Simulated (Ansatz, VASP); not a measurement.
## One calculation of B, two programs

```xyz
2
Lattice="0.0000 1.9998 1.9998 1.9998 0.0000 1.9998 1.9998 1.9998 0.0000" Properties=species:S:1:pos:R:3 pbc="T T T"
B     0.4999    0.4999    0.4999
B     3.4996    3.4996    3.4996
```

Alike in both runs: task single point; functional r2SCAN; k mesh 15 × 15 × 15; occupations fermi-dirac, width 0.1 eV; no spin polarisation.

|  | VASP | Ansatz |
| --- | --- | --- |
| version | VASP 6.6.1 | Ansatz 0.2.0 |
| potentials or method | VASP PAW PBE potentials, release 64 (B), cutoff 520 eV | plane waves (500 eV) with PAW, scalar-relativistic |
| valence electrons in the cell | 6 | 6 |

|  | VASP | Ansatz | Ansatz less VASP |
| --- | --- | --- | --- |
| pressure (GPa) | 7.8 | 7.8 | -0.06 |

VASP's potentials were made for PBE, not for r2SCAN.
